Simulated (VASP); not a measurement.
# CaBC (P6_3/mmc) in VASP: notebook

Runs on CaBC. Level: PBE. Tasks: single point.

All numbers are computed with VASP 6.6.1; they aren't measurements. Logs are shortened: lines on timing, memory, paths and dates and some standing lists are left out, and cuts for length are marked.

### Step 1. The cell of the first run

It takes space group P6_3/mmc (No. 194, hexagonal). Conventional cell: a = 3.191 Å, b = 3.191 Å, c = 7.061 Å, α = 90.00°, β = 90.00°, γ = 120.00°. Ca (site symmetry -3m) has 6 B at 2.55 Å and 6 C at 2.55 Å and 8 Ca at 3.19 to 3.53 Å within 3.6 Å. B (site symmetry -6m2) has 3 C at 1.84 Å within 2.4 Å. Within 2.4 Å of C (site symmetry -6m2) lie 3 B at 1.84 Å.

### Step 2. Single point, PBE

INCAR reads:

```
SYSTEM = CaBC
PREC = Accurate
ENCUT = 520
EDIFF = 1E-6
ISMEAR = 0
SIGMA = 0.15
LREAL = .False.
LASPH = .True.
NELM = 60
ALGO = Normal
ISIF = 2
LWAVE = .False.
LCHARG = .True.
GGA = PE
LELF = .True.
LVHAR = .True.
NBANDS = 26
```

KPOINTS reads:

```
regular mesh
0
Gamma
  24 24 8
  0 0 0
```

POSCAR reads:

```
CaBC
1.0
    3.1906920588      0.0000000000      0.0000000000
   -1.5953460294      2.7632203786      0.0000000000
    0.0000000000      0.0000000000      7.0608423727
Ca B C
2 2 2
Direct
    0.0000000000      0.0000000000      0.0000000000
    0.0000000000      0.0000000000      0.5000000000
    0.6666666667      0.3333333333      0.2500000000
    0.3333333333      0.6666666667      0.7500000000
    0.6666666667      0.3333333333      0.7500000000
    0.3333333333      0.6666666667      0.2500000000
```

Potentials or basis: VASP PAW PBE potentials, release 64 (Ca_sv, B, C).

The run is started by

```sh
$ cat potpaw_PBE.64/Ca_sv/POTCAR potpaw_PBE.64/B/POTCAR potpaw_PBE.64/C/POTCAR > POTCAR
$ mpirun -np 1 vasp_std > vasp.out
```

OUTCAR:

```text
SYSTEM = CaBC
   PREC = Accurate
   ENCUT = 520
   EDIFF = 1E-6
   ISMEAR = 0
   LREAL = .False.
   LASPH = .True.
   NELM = 60
   ISIF = 2
   GGA = PE

 ion  position               nearest neighbor table
   1  0.000  0.000  0.000-   3 2.55   4 2.55   5 2.55   6 2.55   3 2.55   5 2.55   4 2.55   6 2.55
                             3 2.55   5 2.55   4 2.55   6 2.55
   2  0.000  0.000  0.500-   3 2.55   4 2.55   5 2.55   6 2.55   3 2.55   5 2.55   4 2.55   6 2.55
                             3 2.55   5 2.55   4 2.55   6 2.55
   3  0.667  0.333  0.250-   6 1.84   6 1.84   6 1.84   1 2.55   2 2.55   1 2.55   2 2.55   1 2.55
                             2 2.55
   4  0.333  0.667  0.750-   5 1.84   5 1.84   5 1.84   1 2.55   2 2.55   2 2.55   1 2.55   2 2.55
                             1 2.55
   5  0.667  0.333  0.750-   4 1.84   4 1.84   4 1.84   1 2.55   2 2.55   1 2.55   2 2.55   1 2.55
                             2 2.55
   6  0.333  0.667  0.250-   3 1.84   3 1.84   3 1.84   1 2.55   2 2.55   2 2.55   1 2.55   2 2.55
                             1 2.55

  LATTYP: Found a hexagonal cell.
 ALAT       =     3.1906920588
 C/A-ratio  =     2.2129501195

  Lattice vectors:

 A1 = (   3.1906920588,   0.0000000000,   0.0000000000)
 A2 = (  -1.5953460294,   2.7632203786,   0.0000000000)
 A3 = (   0.0000000000,   0.0000000000,   7.0608423727)

Analysis of symmetry for initial positions (statically):
=====================================================================
 Subroutine PRICEL returns:
 Original cell was already a primitive cell.

 Routine SETGRP: Setting up the symmetry group for a
 hexagonal supercell.

 Subroutine GETGRP returns: Found 24 space group operations
 (whereof 12 operations were pure point group operations)
 out of a pool of 24 trial point group operations.

The static configuration has the point symmetry D_3d.
 The point group associated with its full space group is D_6h.

Analysis of symmetry for dynamics (positions and initial velocities):
=====================================================================
 Subroutine PRICEL returns:
 Original cell was already a primitive cell.

 Routine SETGRP: Setting up the symmetry group for a
 hexagonal supercell.

 Subroutine GETGRP returns: Found 24 space group operations
 (whereof 12 operations were pure point group operations)
 out of a pool of 24 trial point group operations.

The dynamic configuration has the point symmetry D_3d.
 The point group associated with its full space group is D_6h.

 Subroutine INISYM returns: Found 24 space group operations
 (whereof 12 operations are pure point group operations),
 and found     1 'primitive' translations

[... 101 lines left out ...]
   NELM   =     60;   NELMIN=  2; NELMDL= -5     # of ELM steps
   EDIFF  = 0.1E-05   stopping-criterion for ELM
   LREAL  =      F    real-space projection
[... 7 lines left out ...]
   TEBEG  =    0.0;   TEEND  =   0.0 temperature during run
   PSTRESS=    0.0 pullay stress
   NELECT =      34.0000    total number of electrons
   NUPDOWN=      -1.0000    fix difference up-down
   EMIN   =  10.00;   EMAX   =-10.00  energy-range for DOS
   EFERMI =   0.00;   METHOD = LEGACY
   ISMEAR =     0;   SIGMA  =   0.15  broadening in eV -4-tet -1-fermi 0-gaus
   EFERMI_NEDOS =   21; number of points for ismear=-14 and -15
   IALGO  =     38    algorithm
   IMIX   =      4    mixing-type and parameters
     AMIX     =   0.40;   BMIX     =  1.00
     AMIX_MAG =   1.60;   BMIX_MAG =  1.00
  volume/ion in A,a.u.               =      10.38        70.02
  Fermi-wavevector in a.u.,A,eV,Ry     =   1.338183  2.528799 24.364410  1.790734
  Thomas-Fermi vector in A             =   2.466673
   LORBIT       =      0    0 simple, 1 ext, 2 COOP (PROOUT), +10 PAW based schemes
   GGA     = PE    functional components
   LHFCALC =     F    Hartree Fock is set to
   AEXX    =    0.0000 exact exchange contribution
   IVDW    =     0    specifies the selected vdW correction
   LEPSILON=     F    determine dielectric tensor
   LRPA    =     F    only Hartree local field effects (RPA)
 non-spin polarized calculation
 Gauss-broadening in eV      SIGMA  =   0.15
  energy-cutoff  :      520.00
  volume of cell :       62.25
 maximum number of plane-waves:      1710
 NGX is ok and might be reduce to    24

 number of electron      34.0000003 magnetization

 Free energy of the ion-electron system (eV)
  ---------------------------------------------------
  ext. energy  EPLUGINS =         0.00000000
  ---------------------------------------------------
  free energy    TOTEN  =       -34.48709567 eV

  energy without entropy =      -34.47159754  energy(sigma->0) =      -34.47934661

 E-fermi :   6.6409     XC(G=0): -11.6756

 val. band max:        6.6392064499   @ k =   0.2500   0.0833   0.2500
 cond. band min:       6.6448254200   @ k =   0.2083   0.1250   0.0000
 fundamental gap:      0.0056189701
 Fermi energy:         6.6409244242

 k-point     1 :       0.0000    0.0000    0.0000
  band No.  band energies     occupation
      1     -32.7184      2.00000
      2     -32.6855      2.00000
      3     -14.6252      2.00000
      4     -13.9606      2.00000
      5     -13.4261      2.00000
      6     -13.4261      2.00000
[... 685 lines left out ...]
     25      13.7981      0.00000
     26      14.4318      0.00000

 [... further k-points ...]

------------------------ aborting loop because EDIFF is reached ----------------------------------------

  FORCE on cell =-STRESS in cart. coord.  units (eV):
  Direction    XX          YY          ZZ          XY          YZ          ZX
  --------------------------------------------------------------------------------------
  -------------------------------------------------------------------------------------
  Total       -6.5056826     -6.5056826     14.5559674      0.0000000     -0.0000000     -0.0000000
  in kB     -167.4351074   -167.4351074    374.6232480      0.0000000     -0.0000000     -0.0000000
  external PRESSURE =      13.2510111 kB  Pullay stress =       0.0000000 kB

 VOLUME and BASIS-vectors are now :
 -----------------------------------------------------------------------------
  energy-cutoff  :      520.00
  volume of cell :       62.25
      direct lattice vectors                 reciprocal lattice vectors
     3.190692059  0.000000000  0.000000000     0.313411630  0.180948289  0.000000000
    -1.595346029  2.763220379  0.000000000     0.000000000  0.361896578  0.000000000
     0.000000000  0.000000000  7.060842373     0.000000000  0.000000000  0.141626161

 POSITION                                       TOTAL-FORCE (eV/Angst)
 -----------------------------------------------------------------------------------
      0.00000      0.00000      0.00000         0.000000     -0.000000      0.000000
      0.00000      0.00000      3.53042         0.000000     -0.000000      0.000000
      1.59535      0.92107      1.76521        -0.000000      0.000000      0.000000
     -0.00000      1.84215      5.29563         0.000000     -0.000000      0.000000
      1.59535      0.92107      5.29563        -0.000000     -0.000000     -0.000000
     -0.00000      1.84215      1.76521         0.000000     -0.000000      0.000000
 -----------------------------------------------------------------------------------
    total drift:                               -0.000000      0.000000      0.000000

  FREE ENERGIE OF THE ION-ELECTRON SYSTEM (eV)
  ---------------------------------------------------
  free  energy   TOTEN  =       -34.4870956684 eV

  energy  without entropy=      -34.4715975425  energy(sigma->0) =      -34.47934661
```

It took 4.3 min on 1 thread of Intel Xeon 6975P-C (Granite Rapids), shared host; peak memory 0.52 GiB.

Results:

- Free energy: -34.4871 eV
- Pressure: 1.3 GPa
- Band gap on the k mesh: zero (bands 17 and 18 overlap by 3.59 eV)

Caveat: the stress differs along the axes, from -17 to 37 GPa.

### Step 3. Single point, PBE

This run uses another cell than the first one, of the same volume but with other edges.

INCAR reads:

```
ALGO     = Normal         # electronic algorithm
EDIFF    = 1E-7           # SCF threshold, eV
ENCUT    = 520            # plane-wave cutoff, eV
GGA      = PE             # functional
ISIF     = 2              # what is computed and relaxed
ISMEAR   = 0              # smearing method
LASPH    = True           # aspherical terms in the spheres
LCHARG   = False          # write CHGCAR
LREAL    = False          # projectors in reciprocal space
LWAVE    = False          # write WAVECAR
NBANDS   = 26             # bands
NELM     = 60             # most SCF steps
PREC     = Accurate       # precision mode
SIGMA    = 0.15           # smearing width, eV
```

KPOINTS reads:

```
k-points
0
Gamma
  24 24 8
```

POSCAR, as its differences from that of step 2:

```diff
@@ -2,5 +2,5 @@
 1.0
-    3.1906920588      0.0000000000      0.0000000000
-   -1.5953460294      2.7632203786      0.0000000000
-    0.0000000000      0.0000000000      7.0608423727
+    2.7139412143      0.0000000000      0.0000000000
+   -1.3569706072      2.3503420360      0.0000000000
+    0.0000000000      0.0000000000      9.7594518684
 Ca B C
```

Potentials or basis: VASP PAW PBE potentials, release 64 (Ca_sv, B, C).

The run is started by

```sh
$ cat potpaw_PBE.64/Ca_sv/POTCAR potpaw_PBE.64/B/POTCAR potpaw_PBE.64/C/POTCAR > POTCAR
$ mpirun -np 1 vasp_std > vasp.out
```

Wall time 5.4 min (1 thread of Intel Xeon 6975P-C (Granite Rapids), shared host); peak memory 0.52 GiB.

It converged, with:

```
Free energy            : -33.8769 eV
Pressure               : 17.1 GPa
Band gap on the k mesh : zero (bands 17 and 18 overlap by 2.55 eV)
```

Stress tensor (GPa, compression positive):
```
 39.03   0.00   0.00
  0.00  39.03   0.00
  0.00   0.00 -26.73
```

Levels at points of the mesh, in eV from the Fermi level:
```
           k point  band 15  band 16  band 17  band 18  band 19  band 20
(0.00, 0.00, 0.00)    -0.35    -0.35    -0.30    -0.30     3.38     3.38
(0.50, 0.00, 0.00)    -3.09    -1.79    -1.64    -0.92     1.33     1.89
(0.00, 0.00, 0.50)    -0.32    -0.32    -0.32    -0.32     3.44     3.44
(0.50, 0.00, 0.50)    -2.73    -2.73    -1.28    -1.28     1.86     1.86
```

Caveat: the stress differs along the axes, from -27 to 39 GPa.
